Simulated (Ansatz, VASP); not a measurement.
**Two plane-wave programs on P**

Contents of INCAR:

```
PREC     = Accurate       # precision mode
ENCUT    = 520            # plane-wave cutoff, eV
EDIFF    = 1E-6           # SCF threshold, eV
ISMEAR   = 0              # smearing method
SIGMA    = 0.15           # smearing width, eV
LREAL    = F              # projectors in reciprocal space
LASPH    = T              # aspherical terms in the spheres
NELM     = 80             # most SCF steps
ALGO     = Normal         # electronic algorithm
ISIF     = 2              # what is computed and relaxed
LWAVE    = F              # write WAVECAR
LCHARG   = F              # write CHGCAR
GGA      = PS             # functional
NBANDS   = 8              # bands
```

Contents of KPOINTS:

```
Automatic mesh
0
Gamma
  12 12 12
```

The input POSCAR:

```
P
1.0
    4.1660822360      0.0000000000      0.0000000000
    0.0000000000      4.1660822360      0.0000000000
    0.0000000000      0.0000000000      4.1591000000
P
1
Direct
    0.0000000000      0.0000000000      0.0000000000
```

Input for Ansatz:

```yaml
crystal:
  lattice:
    - [4.166082236, 0.0, 0.0]
    - [0.0, 4.166082236, 0.0]
    - [0.0, 0.0, 4.1591]
  atoms:
    - { symbol: P, position: [0.0, 0.0, 0.0] }
basis:
  ecutwfc: 420
kpoints:
  mp_grid: { grid: [12, 12, 12] }
hamiltonian:
  xc: pbesol
scf:
  occupations: { method: gaussian, width: 0.15 }
output:
  forces: true
  stress: true
  eigenvalues: true
```

Change from the starting cell: strain -0.025 along x and y, -0.050 along z, atoms carried along.

Alike in both runs: task single point; functional PBEsol; k mesh 12 × 12 × 12; occupations gaussian, width 0.15 eV; no spin polarisation.

```csv
,VASP,Ansatz
version,VASP 6.6.1,Ansatz 0.2.0
potentials or method,"VASP PAW PBE potentials, release 64 (P), cutoff 520 eV","scalar-relativistic, plane waves, PAW"
valence electrons in the cell,5,5
```

|  | VASP | Ansatz | Ansatz less VASP |
| --- | --- | --- | --- |
| gap on the k mesh at the Fermi level (eV) | none | none | - |
| pressure (GPa) | -4.8 | -4.8 | +0.01 |

VASP's potentials were made for PBE, not for PBEsol. A gap of «none» marks a metal or a gap that the smearing closes.
